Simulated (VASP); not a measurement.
# SrTiO3 (Pm-3m) in VASP: settings compared

The runs below take SrTiO3 through single point, with LDA, PBEsol, PBE, r2SCAN.

Program: VASP 6.6.1. These are calculated values, not measurements. Logs are shortened: lines on timing, memory, paths and dates and some standing lists are left out, and cuts for length are marked.

## (1) The cell of the first run

It takes space group Pm-3m (No. 221, cubic). The conventional cell has a = 3.907 Å, b = 3.907 Å, c = 3.907 Å, α = 90.00°, β = 90.00°, γ = 90.00°. Within 3.6 Å of Sr (site symmetry m-3m) lie 12 O at 2.76 Å and 8 Ti at 3.38 Å. Ti (site symmetry m-3m) has 6 O at 1.95 Å within 2.6 Å. O (site symmetry 4/mmm) has 2 Ti at 1.95 Å within 2.6 Å.

## (2) Single point, LDA

Input file INCAR:

```
  PREC = Accurate
  ENCUT = 520
  EDIFF = 1E-6
  ISMEAR = 0
  SIGMA = 0.01
  LREAL = False
  LASPH = True
  NELM = 80
  ALGO = Normal
  ISIF = 2
  LWAVE = False
  LCHARG = False
  GGA = CA
  NBANDS = 28
```

Input file KPOINTS:

```
regular mesh
0
Gamma
  6 6 6
```

Input file POSCAR:

```
SrTiO3
1.0
    3.9068514982      0.0000000000      0.0000000000
    0.0000000000      3.9068514982      0.0000000000
    0.0000000000      0.0000000000      3.9068514982
Sr Ti O
1 1 3
Direct
    0.5000000000      0.5000000000      0.5000000000
    0.0000000000      0.0000000000      0.0000000000
    0.5000000000      0.0000000000      0.0000000000
    0.0000000000      0.5000000000      0.0000000000
    0.0000000000      0.0000000000      0.5000000000
```

Potentials or basis: VASP PAW LDA potentials, release 64 (Sr_sv, Ti_sv, O).

Started as:

```bash
cat potpaw_LDA.64/Sr_sv/POTCAR potpaw_LDA.64/Ti_sv/POTCAR potpaw_LDA.64/O/POTCAR > POTCAR
mpirun -np 1 vasp_std > vasp.out
```

OUTCAR:

```text
PREC = Accurate
   ENCUT = 520
   EDIFF = 1E-6
   ISMEAR = 0
   LREAL = False
   LASPH = True
   NELM = 80
   ISIF = 2
   GGA = CA

 ion  position               nearest neighbor table
   1  0.500  0.500  0.500-   3 2.76   4 2.76   5 2.76   3 2.76   4 2.76   3 2.76   5 2.76   3 2.76
                             4 2.76   5 2.76   4 2.76   5 2.76   2 3.38   2 3.38   2 3.38   2 3.38
   2  0.000  0.000  0.000-   3 1.95   4 1.95   5 1.95   5 1.95   4 1.95   3 1.95   1 3.38   1 3.38
                             1 3.38   1 3.38   1 3.38   1 3.38   1 3.38   1 3.38
   3  0.500  0.000  0.000-   2 1.95   2 1.95   1 2.76   1 2.76   1 2.76   1 2.76
   4  0.000  0.500  0.000-   2 1.95   2 1.95   1 2.76   1 2.76   1 2.76   1 2.76
   5  0.000  0.000  0.500-   2 1.95   2 1.95   1 2.76   1 2.76   1 2.76   1 2.76

  LATTYP: Found a simple cubic cell.
 ALAT       =     3.9068514982

  Lattice vectors:

 A1 = (   3.9068514982,   0.0000000000,   0.0000000000)
 A2 = (   0.0000000000,   3.9068514982,   0.0000000000)
 A3 = (   0.0000000000,   0.0000000000,   3.9068514982)

Analysis of symmetry for initial positions (statically):
=====================================================================
 Subroutine PRICEL returns:
 Original cell was already a primitive cell.

 Routine SETGRP: Setting up the symmetry group for a
 simple cubic supercell.

 Subroutine GETGRP returns: Found 48 space group operations
 (whereof 48 operations were pure point group operations)
 out of a pool of 48 trial point group operations.

The static configuration has the point symmetry O_h .

Analysis of symmetry for dynamics (positions and initial velocities):
=====================================================================
 Subroutine PRICEL returns:
 Original cell was already a primitive cell.

 Routine SETGRP: Setting up the symmetry group for a
 simple cubic supercell.

 Subroutine GETGRP returns: Found 48 space group operations
 (whereof 48 operations were pure point group operations)
 out of a pool of 48 trial point group operations.

The dynamic configuration has the point symmetry O_h .

 Subroutine INISYM returns: Found 48 space group operations
 (whereof 48 operations are pure point group operations),
 and found     1 'primitive' translations

----------------------------------------------------------------------------------------

                                     Primitive cell

  volume of cell :      59.6322

  direct lattice vectors                    reciprocal lattice vectors
     3.906851498  0.000000000  0.000000000     0.255960586  0.000000000  0.000000000
     0.000000000  3.906851498  0.000000000     0.000000000  0.255960586  0.000000000
     0.000000000  0.000000000  3.906851498     0.000000000  0.000000000  0.255960586

  length of vectors
     3.906851498  3.906851498  3.906851498     0.255960586  0.255960586  0.255960586

  position of ions in fractional coordinates (direct lattice)
     0.500000000  0.500000000  0.500000000
     0.000000000  0.000000000  0.000000000
     0.500000000  0.000000000  0.000000000
     0.000000000  0.500000000  0.000000000
     0.000000000  0.000000000  0.500000000

  ion indices of the primitive-cell ions
   primitive index   ion index
                 1           1
                 2           2
                 3           3
                 4           4
                 5           5

----------------------------------------------------------------------------------------

 KPOINTS: regular mesh

Automatic generation of k-mesh.
 Grid dimensions read from file:
 generate k-points for:    6    6    6

 Generating k-lattice:

  Cartesian coordinates                     Fractional coordinates (reciprocal lattice)
     0.042660098  0.000000000  0.000000000     0.166666667  0.000000000  0.000000000
     0.000000000  0.042660098  0.000000000     0.000000000  0.166666667  0.000000000
     0.000000000  0.000000000  0.042660098     0.000000000  0.000000000  0.166666667

  Length of vectors
     0.042660098  0.042660098  0.042660098

  Shift w.r.t. Gamma in fractional coordinates (k-lattice)
     0.000000000  0.000000000  0.000000000

 Subroutine IBZKPT returns following result:
 ===========================================

 Found     20 irreducible k-points:

 Following reciprocal coordinates:
            Coordinates               Weight
  0.000000  0.000000  0.000000      1.000000
  0.166667  0.000000  0.000000      6.000000
  0.333333  0.000000  0.000000      6.000000
  0.500000  0.000000  0.000000      3.000000
  0.166667  0.166667  0.000000     12.000000
  0.333333  0.166667  0.000000     24.000000
[... 12 lines left out ...]
  0.500000  0.500000  0.333333      6.000000
  0.500000  0.500000  0.500000      1.000000
   k-points           NKPTS =     20   k-points in BZ     NKDIM =     20   number of bands    NBANDS=     28
   number of dos      NEDOS =    301   number of ions     NIONS =      5
   total plane-waves  NPLWV =  27000
   dimension x,y,z NGX =    30 NGY =   30 NGZ =   30
   dimension x,y,z NGXF=    60 NGYF=   60 NGZF=   60
   ions per type =               1   1   3
   NGX,Y,Z   is equivalent  to a cutoff of  12.77, 12.77, 12.77 a.u.
   NGXF,Y,Z  is equivalent  to a cutoff of  25.53, 25.53, 25.53 a.u.
 SYSTEM =  unknown system
   PREC   = accura    normal or accurate (medium, high low for compatibility)
   ISTART =      0    job   : 0-new  1-cont  2-samecut
   ICHARG =      2    charge: 1-file 2-atom 10-const
   ISPIN  =      1    spin polarized calculation?
   LNONCOLLINEAR =      F non collinear calculations
   LSORBIT =      F    spin-orbit coupling
   LASPH  =      T    aspherical Exc in radial PAW
   ENCUT  =  520.0 eV  38.22 Ry    6.18 a.u.   7.26  7.26  7.26*2*pi/ulx,y,z
   NELM   =     80;   NELMIN=  2; NELMDL= -5     # of ELM steps
   EDIFF  = 0.1E-05   stopping-criterion for ELM
   LREAL  =      F    real-space projection
   EDIFFG = 0.1E-04   stopping-criterion for IOM
   NSW    =      0    number of steps for IOM
   IBRION =     -1    ionic relax: 0-MD 1-quasi-New 2-CG
   NFREE  =      0    steps in history (QN), initial steepest desc. (CG)
   ISIF   =      2    stress and relaxation
   ISYM   =      2    0-nonsym 1-usesym 2-fastsym
   POTIM  = 0.5000    time-step for ionic-motion
   TEBEG  =    0.0;   TEEND  =   0.0 temperature during run
   PSTRESS=    0.0 pullay stress
   NELECT =      40.0000    total number of electrons
   NUPDOWN=      -1.0000    fix difference up-down
   EMIN   =  10.00;   EMAX   =-10.00  energy-range for DOS
   EFERMI =   0.00;   METHOD = LEGACY
   ISMEAR =     0;   SIGMA  =   0.01  broadening in eV -4-tet -1-fermi 0-gaus
   EFERMI_NEDOS =   21; number of points for ismear=-14 and -15
   IALGO  =     38    algorithm
   IMIX   =      4    mixing-type and parameters
     AMIX     =   0.40;   BMIX     =  1.00
     AMIX_MAG =   1.60;   BMIX_MAG =  1.00
  volume/ion in A,a.u.               =      11.93        80.48
  Fermi-wavevector in a.u.,A,eV,Ry     =   1.433072  2.708113 27.942211  2.053695
  Thomas-Fermi vector in A             =   2.552630
   LORBIT       =      0    0 simple, 1 ext, 2 COOP (PROOUT), +10 PAW based schemes
   GGA     = CA    functional components
   LHFCALC =     F    Hartree Fock is set to
   AEXX    =    0.0000 exact exchange contribution
   IVDW    =     0    specifies the selected vdW correction
   LEPSILON=     F    determine dielectric tensor
   LRPA    =     F    only Hartree local field effects (RPA)
 non-spin polarized calculation
 Gauss-broadening in eV      SIGMA  =   0.01
  energy-cutoff  :      520.00
  volume of cell :       59.63
 maximum number of plane-waves:      1640
 NGX is ok and might be reduce to    30
   NGX = 15   NGY = 15   NGZ = 15

 number of electron      40.0000004 magnetization

 Free energy of the ion-electron system (eV)
  ---------------------------------------------------
  ext. energy  EPLUGINS =         0.00000000
  ---------------------------------------------------
  free energy    TOTEN  =       -44.13601928 eV

  energy without entropy =      -44.13601928  energy(sigma->0) =      -44.13601928

 E-fermi :   4.0100     XC(G=0): -11.7888

 val. band max:        3.8649204937   @ k =   0.5000   0.5000   0.5000
 cond. band min:       5.6120672845   @ k =   0.0000   0.0000   0.0000
 fundamental gap:      1.7471467908
 Fermi energy:         4.0100192960

 k-point     1 :       0.0000    0.0000    0.0000
  band No.  band energies     occupation
      1     -51.8690      2.00000
      2     -28.6321      2.00000
      3     -28.5201      2.00000
      4     -28.5201      2.00000
      5     -28.5201      2.00000
      6     -13.2607      2.00000
[... 20 lines left out ...]
     27       9.0778      0.00000
     28       9.8400      0.00000

 k-point     2 :       0.1667    0.0000    0.0000
  band No.  band energies     occupation
      1     -51.8686      2.00000
      2     -28.6561      2.00000
      3     -28.5193      2.00000
      4     -28.5193      2.00000
      5     -28.5079      2.00000
      6     -13.2900      2.00000
[... 20 lines left out ...]
     27       9.5601      0.00000
     28      10.4954      0.00000

 k-point     3 :       0.3333    0.0000    0.0000
  band No.  band energies     occupation
      1     -51.8678      2.00000
      2     -28.6987      2.00000
      3     -28.5178      2.00000
      4     -28.5178      2.00000
      5     -28.4887      2.00000
      6     -13.4375      2.00000
[... 20 lines left out ...]
     27      10.5587      0.00000
     28      11.8818      0.00000

 k-point     4 :       0.5000    0.0000    0.0000
  band No.  band energies     occupation
      1     -51.8674      2.00000
      2     -28.7186      2.00000
      3     -28.5170      2.00000
      4     -28.5170      2.00000
      5     -28.4803      2.00000
      6     -13.5293      2.00000
[... 20 lines left out ...]
     27      11.1293      0.00000
     28      11.7843      0.00000

 k-point     5 :       0.1667    0.1667    0.0000
  band No.  band energies     occupation
      1     -51.8682      2.00000
      2     -28.6627      2.00000
      3     -28.5377      2.00000
      4     -28.5185      2.00000
      5     -28.4945      2.00000
      6     -13.2601      2.00000
[... 20 lines left out ...]
     27       9.9895      0.00000
     28      10.9011      0.00000

 k-point     6 :       0.3333    0.1667    0.0000
  band No.  band energies     occupation
      1     -51.8674      2.00000
      2     -28.6854      2.00000
      3     -28.5413      2.00000
      4     -28.5170      2.00000
      5     -28.4910      2.00000
      6     -13.3100      2.00000
[... 339 lines left out ...]
      5     -28.5311      2.00000
      6     -12.6252      2.00000
[... 20 lines left out ...]
     27      11.6895      0.00000
     28      11.6895      0.00000

 k-point    18 :       0.5000    0.3333    0.3333
  band No.  band energies     occupation
      1     -51.8650      2.00000
      2     -28.6131      2.00000
      3     -28.5696      2.00000
      4     -28.5691      2.00000
      5     -28.5524      2.00000
      6     -12.4548      2.00000
[... 20 lines left out ...]
     27      11.6424      0.00000
     28      11.9698      0.00000

 k-point    19 :       0.5000    0.5000    0.3333
  band No.  band energies     occupation
      1     -51.8646      2.00000
      2     -28.5873      2.00000
      3     -28.5873      2.00000
      4     -28.5724      2.00000
      5     -28.5684      2.00000
      6     -12.0749      2.00000
[... 20 lines left out ...]
     27      11.6920      0.00000
     28      12.2432      0.00000

 k-point    20 :       0.5000    0.5000    0.5000
  band No.  band energies     occupation
      1     -51.8642      2.00000
      2     -28.5863      2.00000
      3     -28.5863      2.00000
      4     -28.5863      2.00000
      5     -28.5676      2.00000
      6     -11.8670      2.00000
[... 20 lines left out ...]
     27      12.2433      0.00000
     28      12.2433      0.00000

------------------------ aborting loop because EDIFF is reached ----------------------------------------

  FORCE on cell =-STRESS in cart. coord.  units (eV):
  Direction    XX          YY          ZZ          XY          YZ          ZX
  --------------------------------------------------------------------------------------
  -------------------------------------------------------------------------------------
  Total       -2.4418541     -2.4418541     -2.4418541      0.0000000      0.0000000     -0.0000000
  in kB      -65.6069095    -65.6069095    -65.6069095      0.0000000      0.0000000     -0.0000000
  external PRESSURE =     -65.6069095 kB  Pullay stress =       0.0000000 kB

 VOLUME and BASIS-vectors are now :
 -----------------------------------------------------------------------------
  energy-cutoff  :      520.00
  volume of cell :       59.63
      direct lattice vectors                 reciprocal lattice vectors
     3.906851498  0.000000000  0.000000000     0.255960586  0.000000000  0.000000000
     0.000000000  3.906851498  0.000000000     0.000000000  0.255960586  0.000000000
     0.000000000  0.000000000  3.906851498     0.000000000  0.000000000  0.255960586

 POSITION                                       TOTAL-FORCE (eV/Angst)
 -----------------------------------------------------------------------------------
      1.95343      1.95343      1.95343         0.000000      0.000000      0.000000
      0.00000      0.00000      0.00000         0.000000      0.000000      0.000000
      1.95343      0.00000      0.00000         0.000000      0.000000      0.000000
      0.00000      1.95343      0.00000         0.000000      0.000000      0.000000
      0.00000      0.00000      1.95343         0.000000      0.000000      0.000000
 -----------------------------------------------------------------------------------
    total drift:                                0.000000     -0.000000      0.000000

  FREE ENERGIE OF THE ION-ELECTRON SYSTEM (eV)
  ---------------------------------------------------
  free  energy   TOTEN  =       -44.1360192778 eV

  energy  without entropy=      -44.1360192778  energy(sigma->0) =      -44.13601928
```

It took 30 s on 1 thread of AMD EPYC 7R43 (Zen 3), shared host; peak memory 0.13 GiB.

What came out:

- Free energy: -44.1360 eV
- Pressure: -6.6 GPa
- Band gap on the k mesh: 1.75 eV (least direct gap 2.11 eV)

Caveat: the cell stands under tension. LDA gaps usually lie below the measured ones, often by a third to a half.

## (3) Single point, PBEsol

This run uses another cell than the first one, of 11.78 Å³/atom.

Input file INCAR:

```
SYSTEM = SrTiO3
PREC = Accurate
ENCUT = 520
EDIFF = 1E-7
ISMEAR = -1
SIGMA = 0.02
LREAL = .False.
LASPH = .True.
NELM = 80
ALGO = Normal
ISIF = 2
LWAVE = .False.
LCHARG = .True.
GGA = PS
LELF = .True.
LVHAR = .True.
NBANDS = 28
```

Input file KPOINTS:

```
Automatic mesh
0
Gamma
  6 6 6
  0 0 0
```

Changes to POSCAR since step 2:

```diff
@@ -2,5 +2,5 @@
 1.0
-    3.9068514982      0.0000000000      0.0000000000
-    0.0000000000      3.9068514982      0.0000000000
-    0.0000000000      0.0000000000      3.9068514982
+    3.8911491678      0.0000000000      0.0000000000
+    0.0000000000      3.8911491678      0.0000000000
+    0.0000000000      0.0000000000      3.8911491678
 Sr Ti O
```

Potentials or basis: VASP PAW PBE potentials, release 64 (Sr_sv, Ti_sv, O).

Started as:

```bash
cat potpaw_PBE.64/Sr_sv/POTCAR potpaw_PBE.64/Ti_sv/POTCAR potpaw_PBE.64/O/POTCAR > POTCAR
mpirun -np 1 vasp_std > vasp.out
```

Run time: 36 s. Hardware: 1 thread of AMD EPYC 7R43 (Zen 3), shared host; peak memory 0.15 GiB.

Results (log left out):

```
Free energy            : -42.0150 eV
Pressure               : 0.7 GPa
Band gap on the k mesh : 1.82 eV (least direct gap 2.17 eV)
```

Levels at points of the mesh, in eV from the valence-band top:
```tsv
k point	band 17	band 18	band 19	band 20	band 21	band 22	band 23	band 24
(0.00, 0.00, 0.00)	-1.21	-0.35	-0.35	-0.35	1.82	1.82	1.82	4.41
(0.50, 0.00, 0.00)	-2.42	-2.07	-0.74	-0.74	2.00	3.83	3.83	4.43
(0.50, 0.50, 0.00)	-1.74	-1.60	-1.60	-0.10	3.84	3.84	4.29	5.41
(0.50, 0.50, 0.50)	-3.81	0.00	0.00	0.00	4.53	4.53	4.53	6.90
```

Caveat: the PAW data sets were made with another functional, which shifts forces and pressure a little.

(Part 1 of 2 ends here.)
